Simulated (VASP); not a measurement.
Mn, a sheet with vacuum:

```
CELL_PARAMETERS angstrom
2.61432 0.00000 0.00000
0.00000 2.61432 0.00000
0.00000 0.00000 23.80000
ATOMIC_POSITIONS crystal
Mn 0.00000 0.00000 0.29412
```

Base run:

```yaml
Program: VASP 6.6.1
Functional: PBEsol
Potentials_or_basis: VASP PAW PBE potentials, release 64 (Mn_pv)
Cutoff: 520 eV
k_mesh: 10 × 10 × 1
Occupations: fermi-dirac, width 0.05 eV
Spin: collinear spin, ferromagnetic start
Starting_moments: "[4.0] μB"
```

Its results: net moment 4.32 μB per cell; site moments Mn +3.89 μB.

Task: The run is repeated on the same cell with these changes: functional from PBEsol to LDA; potentials or basis from VASP PAW PBE potentials, release 64 (Mn_pv) to VASP PAW LDA potentials, release 64 (Mn_pv). What comes out?

Result: Net moment 4.21 μB per cell; site moments Mn +3.80 μB.
